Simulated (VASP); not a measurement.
# As2Se (I4_1/amd) in VASP: further runs

Runs on As2Se. Level: PBEsol. Tasks: single point.

Program: VASP 6.6.1. These are calculated values, not measurements. Logs are shortened: lines on timing, memory, paths and dates and some standing lists are left out, and cuts for length are marked.

## Step 1: The cell of the first run

Symmetry: I4_1/amd, No. 141, tetragonal system. The conventional cell has a = 7.059 Å, b = 7.059 Å, c = 5.307 Å, α = 90.00°, β = 90.00°, γ = 90.00°. As (site symmetry 2/m) has 2 Se at 2.66 Å and 4 As at 2.83 Å within 3.5 Å. Within 3.5 Å of Se (site symmetry -4m2) lie 4 As at 2.66 Å.

## Step 2: Single point, PBEsol

Contents of INCAR:

```
ALGO = Normal ; EDIFF = 1E-7
ENCUT = 520 ; GGA = PS
ISIF = 2 ; ISMEAR = -1
LASPH = True ; LCHARG = False
LREAL = False ; LWAVE = False
NBANDS = 25 ; NELM = 100
PREC = Accurate ; SIGMA = 0.02
```

Contents of KPOINTS:

```
k-points
0
Gamma
  8 8 8
```

Contents of POSCAR:

```
As2Se
1.0
   -3.5294180000      3.5294180000      2.6535710000
    3.5294180000     -3.5294180000      2.6535710000
    3.5294180000      3.5294180000     -2.6535710000
As Se
4 2
Direct
    0.8750000000      0.1250000000      0.7500000000
    0.3750000000      0.1250000000      0.2500000000
    0.8750000000      0.6250000000      0.7500000000
    0.8750000000      0.1250000000      0.2500000000
    0.5000000000      0.5000000000      0.0000000000
    0.2500000000      0.7500000000      0.5000000000
```

Potentials or basis: VASP PAW PBE potentials, release 64 (As, Se).

On the command line:

```bash
$ cat potpaw_PBE.64/As/POTCAR potpaw_PBE.64/Se/POTCAR > POTCAR
$ mpirun -np 1 vasp_std > vasp.out
```

OUTCAR:

```text
EDIFF = 1E-7
   ENCUT = 520
   GGA = PS
   ISIF = 2
   ISMEAR = -1
   LASPH = True
   LREAL = False
   NELM = 100
   PREC = Accurate

 ion  position               nearest neighbor table
   1  0.875  0.125  0.750-   5 2.66   6 2.66   4 2.83   4 2.83   3 2.83   3 2.83
   2  0.375  0.125  0.250-   5 2.66   6 2.66   3 2.83   4 2.83   4 2.83   3 2.83
   3  0.875  0.625  0.750-   5 2.66   6 2.66   1 2.83   2 2.83   1 2.83   2 2.83
   4  0.875  0.125  0.250-   6 2.66   5 2.66   2 2.83   1 2.83   1 2.83   2 2.83
   5  0.500  0.500  0.000-   4 2.66   2 2.66   3 2.66   1 2.66
   6  0.250  0.750  0.500-   1 2.66   2 2.66   3 2.66   4 2.66

  LATTYP: Found a body centered tetragonal cell.
 ALAT       =     7.0588360000
 C/A-ratio  =     0.7518437884

  Lattice vectors:

 A1 = (  -3.5294180000,   3.5294180000,   2.6535710000)
 A2 = (   3.5294180000,  -3.5294180000,   2.6535710000)
 A3 = (   3.5294180000,   3.5294180000,  -2.6535710000)

Analysis of symmetry for initial positions (statically):
=====================================================================
 Subroutine PRICEL returns:
 Original cell was already a primitive cell.

 Routine SETGRP: Setting up the symmetry group for a
 body centered tetragonal supercell.

 Subroutine GETGRP returns: Found 16 space group operations
 (whereof  8 operations were pure point group operations)
 out of a pool of 16 trial point group operations.

The static configuration has the point symmetry D_2d.
 The point group associated with its full space group is D_4h.

Analysis of symmetry for dynamics (positions and initial velocities):
=====================================================================
 Subroutine PRICEL returns:
 Original cell was already a primitive cell.

 Routine SETGRP: Setting up the symmetry group for a
 body centered tetragonal supercell.

 Subroutine GETGRP returns: Found 16 space group operations
 (whereof  8 operations were pure point group operations)
 out of a pool of 16 trial point group operations.

The dynamic configuration has the point symmetry D_2d.
 The point group associated with its full space group is D_4h.

 Subroutine INISYM returns: Found 16 space group operations
 (whereof  8 operations are pure point group operations),
 and found     1 'primitive' translations

----------------------------------------------------------------------------------------

                                     Primitive cell

[... 94 lines left out ...]
   LSORBIT =      F    spin-orbit coupling
   LASPH  =      T    aspherical Exc in radial PAW
   ENCUT  =  520.0 eV  38.22 Ry    6.18 a.u.  10.51 10.51 10.51*2*pi/ulx,y,z
   NELM   =    100;   NELMIN=  2; NELMDL= -5     # of ELM steps
   EDIFF  = 0.1E-06   stopping-criterion for ELM
   LREAL  =      F    real-space projection
   EDIFFG = 0.1E-05   stopping-criterion for IOM
   NSW    =      0    number of steps for IOM
   IBRION =     -1    ionic relax: 0-MD 1-quasi-New 2-CG
   NFREE  =      0    steps in history (QN), initial steepest desc. (CG)
   ISIF   =      2    stress and relaxation
   ISYM   =      2    0-nonsym 1-usesym 2-fastsym
   POTIM  = 0.5000    time-step for ionic-motion
   TEBEG  =    0.0;   TEEND  =   0.0 temperature during run
   PSTRESS=    0.0 pullay stress
   NELECT =      32.0000    total number of electrons
   NUPDOWN=      -1.0000    fix difference up-down
   EMIN   =  10.00;   EMAX   =-10.00  energy-range for DOS
   EFERMI =   0.00;   METHOD = LEGACY
   ISMEAR =    -1;   SIGMA  =   0.02  broadening in eV -4-tet -1-fermi 0-gaus
   EFERMI_NEDOS =   21; number of points for ismear=-14 and -15
   IALGO  =     38    algorithm
   IMIX   =      4    mixing-type and parameters
     AMIX     =   0.40;   BMIX     =  1.00
     AMIX_MAG =   1.60;   BMIX_MAG =  1.00
  volume/ion in A,a.u.               =      22.04       148.71
  Fermi-wavevector in a.u.,A,eV,Ry     =   1.020217  1.927930 14.161523  1.040843
  Thomas-Fermi vector in A             =   2.153774
   LORBIT       =      0    0 simple, 1 ext, 2 COOP (PROOUT), +10 PAW based schemes
   GGA     = PS    functional components
   LHFCALC =     F    Hartree Fock is set to
   AEXX    =    0.0000 exact exchange contribution
   IVDW    =     0    specifies the selected vdW correction
   LEPSILON=     F    determine dielectric tensor
   LRPA    =     F    only Hartree local field effects (RPA)
 non-spin polarized calculation
  energy-cutoff  :      520.00
  volume of cell :      132.22
 maximum number of plane-waves:      3605
   NGX = 21   NGY = 21   NGZ = 21

 number of electron      31.9999999 magnetization

 Free energy of the ion-electron system (eV)
  ---------------------------------------------------
  ext. energy  EPLUGINS =         0.00000000
  ---------------------------------------------------
  free energy    TOTEN  =       -27.81284607 eV

  energy without entropy =      -27.80968759  energy(sigma->0) =      -27.81126683

 E-fermi :   4.6269     XC(G=0): -10.0826

 val. band max:        4.6056148109   @ k =   0.5000  -0.0000   0.0000
 cond. band min:       4.6313565243   @ k =  -0.2500   0.5000   0.2500
 fundamental gap:      0.0257417134
 Fermi energy:         4.6268819239

 k-point     1 :       0.0000    0.0000    0.0000
  band No.  band energies     occupation
      1     -10.4322      2.00000
      2      -8.2772      2.00000
      3      -5.7689      2.00000
      4      -5.7388      2.00000
      5      -5.7388      2.00000
      6      -4.0734      2.00000
[... 661 lines left out ...]
     24       9.0500      0.00000
     25      10.6263      0.00000

 [... further k-points ...]
[... 5 lines left out ...]
  --------------------------------------------------------------------------------------
  -------------------------------------------------------------------------------------
  Total       -2.4908197     -2.4908197     -3.2381843      0.0000000      0.0000000      0.0000000
  in kB      -30.1825540    -30.1825540    -39.2387573      0.0000000      0.0000000      0.0000000
  external PRESSURE =     -33.2012884 kB  Pullay stress =       0.0000000 kB

 VOLUME and BASIS-vectors are now :
 -----------------------------------------------------------------------------
  energy-cutoff  :      520.00
  volume of cell :      132.22
      direct lattice vectors                 reciprocal lattice vectors
    -3.529418000  3.529418000  2.653571000     0.000000000  0.141666416  0.188425333
     3.529418000 -3.529418000  2.653571000     0.141666416  0.000000000  0.188425333
     3.529418000  3.529418000 -2.653571000     0.141666416  0.141666416  0.000000000

 POSITION                                       TOTAL-FORCE (eV/Angst)
 -----------------------------------------------------------------------------------
      0.00000      5.29413      0.66339        -0.000000      0.000000      0.000000
     -0.00000      1.76471      0.66339        -0.000000      0.000000      0.000000
      1.76471      3.52942      1.99018        -0.000000      0.000000      0.000000
     -1.76471      3.52942      1.99018        -0.000000      0.000000      0.000000
      0.00000      0.00000      2.65357        -0.000000     -0.000000     -0.000000
      3.52942     -0.00000      1.32679         0.000000     -0.000000      0.000000
 -----------------------------------------------------------------------------------
    total drift:                               -0.000000      0.000000     -0.000000

  FREE ENERGIE OF THE ION-ELECTRON SYSTEM (eV)
  ---------------------------------------------------
  free  energy   TOTEN  =       -27.8128460747 eV

  energy  without entropy=      -27.8096875949  energy(sigma->0) =      -27.81126683
```

stdout:

```text
POSCAR found type information on POSCAR AsSe
 POSCAR found :  2 types and       6 ions
 scaLAPACK will be used
 -----------------------------------------------------------------------------
|                                                                             |
|                                                                             |
|     You enforced a specific xc type in the INCAR file but a different       |
|     I HOPE YOU KNOW WHAT YOU ARE DOING!                                     |
|                                                                             |
 -----------------------------------------------------------------------------

 LDA part: xc-table for (Slater+PW92), standard interpolation
 POSCAR, INCAR and KPOINTS ok, starting setup
 FFT: planning ... GRIDC
 FFT: planning ... GRID_SOFT
 FFT: planning ... GRID
 WAVECAR not read
 entering main loop
```

Run time: 2 min. Hardware: 1 thread of Intel Xeon Platinum 8488C (Sapphire Rapids), shared host; peak memory 0.35 GiB.

What came out:

```
Free energy            : -27.8128 eV
Pressure               : -3.3 GPa
Band gap on the k mesh : zero (band 16 reaches 4.91 eV, above the bottom of band 17 at 4.51 eV)
```

Caveat: the PAW data sets were made with another functional, which shifts forces and pressure a little.

## Step 3: Single point, PBEsol

Contents of INCAR:

```
SYSTEM = As2Se
PREC     = Accurate       ! precision mode
ENCUT    = 520            ! plane-wave cutoff, eV
EDIFF    = 1E-7           ! SCF threshold, eV
ISMEAR   = 1              ! smearing method
SIGMA    = 0.02           ! smearing width, eV
LREAL    = .False.        ! projectors in reciprocal space
LASPH    = .True.         ! aspherical terms in the spheres
NELM     = 100            ! most SCF steps
ALGO     = Normal         ! electronic algorithm
ISIF     = 2              ! what is computed and relaxed
LWAVE    = .False.        ! write WAVECAR
LCHARG   = .True.         ! write CHGCAR
GGA      = PS             ! functional
LELF     = .True.         ! ELF
LVHAR    = .True.       
NBANDS   = 25             ! bands
```

Contents of KPOINTS:

```
regular mesh
0
Gamma
  8 8 8
  0 0 0
```

POSCAR is that of step 2.

Potentials or basis: VASP PAW PBE potentials, release 64 (As, Se).

On the command line:

```bash
$ cat potpaw_PBE.64/As/POTCAR potpaw_PBE.64/Se/POTCAR > POTCAR
$ mpirun -np 1 vasp_std > vasp.out
```

Run time: 2.3 min. Hardware: 1 thread of Intel Xeon Platinum 8488C (Sapphire Rapids), shared host; peak memory 0.35 GiB.

Results (log left out):

* Free energy: -27.8110 eV
* Pressure: -3.3 GPa
* Band gap on the k mesh: zero (band 16 reaches 4.91 eV, above the bottom of band 17 at 4.51 eV)

Stress tensor (GPa, compression positive):
```
-3.03  0.00  0.00
 0.00 -3.03  0.00
 0.00  0.00 -3.91
```

Levels at points of the mesh, in eV from the Fermi level:
| k point | band 12 | band 13 | band 14 | band 15 | band 16 | band 17 | band 18 | band 19 | band 20 | band 21 |
| --- | --- | --- | --- | --- | --- | --- | --- | --- | --- | --- |
| (0.00, 0.00, 0.00) | -2.84 | -2.84 | -2.68 | -2.68 | -1.06 | 2.31 | 3.01 | 3.01 | 3.41 | 3.93 |
| (0.50, 0.00, 0.00) | -2.46 | -1.76 | -1.40 | -0.46 | -0.03 | 0.18 | 0.46 | 1.46 | 2.57 | 2.96 |
| (0.50, 0.50, 0.00) | -2.23 | -1.34 | -1.34 | -1.15 | -1.15 | -0.05 | -0.05 | 1.84 | 1.84 | 3.76 |
| (0.50, 0.50, 0.50) | -2.46 | -0.66 | -0.66 | -0.31 | -0.31 | 0.27 | 0.27 | 0.46 | 0.46 | 2.60 |

Caveat: the PAW data sets were made with another functional, which shifts forces and pressure a little.
